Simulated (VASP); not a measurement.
Set up this calculation in VASP 6.6.1, as the native input.

| Quantity | Value |
| --- | --- |
| Task | single point |
| Functional | PBE |
| Potentials or basis | VASP PAW PBE potentials, release 64 (Al, N) |
| Cutoff | 520 eV |
| k mesh | 6 × 6 × 6 |
| Occupations | gaussian, width 0.01 eV |
| Spin | no spin polarisation |
| Dipole correction | no |
| Further INCAR settings | ALGO = Normal; EDIFF = 1e-06; NBANDS = 11 |

The structure of AlN lies in POSCAR:

```
AlN
1.0
    0.0055415256      2.2114614508      2.2114292845
    2.1602194262     -0.0143419952      2.2311610052
    2.1600167437      2.2312247563     -0.0143805302
Al N
1 1
Direct
   -0.0054612835     -0.0119620055     -0.0003952392
    0.7510039845      0.7295969433      0.7413745632
```

These files were run (other wordings do the same):

INCAR

```
SYSTEM = AlN
PREC     = Accurate       ! precision mode
ENCUT    = 520            ! plane-wave cutoff, eV
EDIFF    = 1E-6           ! SCF threshold, eV
ISMEAR   = 0              ! smearing method
SIGMA    = 0.01           ! smearing width, eV
LREAL    = .FALSE.        ! projectors in reciprocal space
LASPH    = .TRUE.         ! aspherical terms in the spheres
NELM     = 100            ! most SCF steps
ALGO     = Normal         ! electronic algorithm
ISIF     = 2              ! what is computed and relaxed
LWAVE    = .FALSE.        ! write WAVECAR
LCHARG   = .FALSE.        ! write CHGCAR
GGA      = PE             ! functional
NBANDS   = 11             ! bands
```

KPOINTS

```
regular mesh
0
G
  6 6 6
  0 0 0
```

Potentials or basis: VASP PAW PBE potentials, release 64 (Al, N).

Run with:

```console
$ cat potpaw_PBE.64/Al/POTCAR potpaw_PBE.64/N/POTCAR > POTCAR
$ mpirun -np 1 vasp_std > vasp.out
```

Results of the run:

```yaml
Pressure: -1.1 GPa
Largest_force: 0.362 eV/Å
Band_gap_on_the_k_mesh: 3.11 eV, indirect (least direct gap 3.84 eV)
```

Run time: 12 s on 1 thread of Intel(R) Xeon(R) Platinum 8488C (Sapphire Rapids), with other jobs on the host, peak memory 0.15 GiB.
